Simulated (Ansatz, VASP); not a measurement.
**GaSb in VASP and in Ansatz**

```
CELL_PARAMETERS angstrom
-2.54693 2.54693 1.59071
2.54693 -2.54693 1.59071
2.54693 2.54693 -1.59071
ATOMIC_POSITIONS crystal
Ga 0.25000 0.75000 0.50000
Sb 0.00000 0.00000 0.00000
```

Change from the starting cell: strain -0.0750 x Voigt [1, 1, 0, 0, 0, 0], atoms carried along.

Alike in both runs: task single point; functional LDA; k mesh 18 × 18 × 18; occupations gaussian, width 0.15 eV; no spin polarisation.

```csv
,VASP,Ansatz
version,VASP 6.6.1,Ansatz 0.2.0
potentials or method,"VASP PAW LDA potentials, release 64 (Ga_d, Sb), cutoff 520 eV","scalar-relativistic, plane waves, PAW"
valence electrons in the cell,18,28
```

Ansatz gave:

- gap on the k mesh at the Fermi level (eV): none
- pressure (GPa): 7.1
- traceless stress, the component that is largest in VASP (GPa): -4.91

**Question.** Which values does VASP return?

**Answer.** gap on the k mesh at the Fermi level (eV): none; pressure (GPa): 7.4; traceless stress, the component that is largest in VASP (GPa): -5.00.

LDA's correlation is that of Perdew and Zunger in VASP and of Perdew and Wang (1992) in Ansatz. A gap of «none» marks a metal or a gap that the smearing closes. VASP's potentials hold 18 valence electrons a cell and Ansatz's 28, so a difference there can come from the potentials and not from the codes.

Spin-orbit coupling is off throughout.
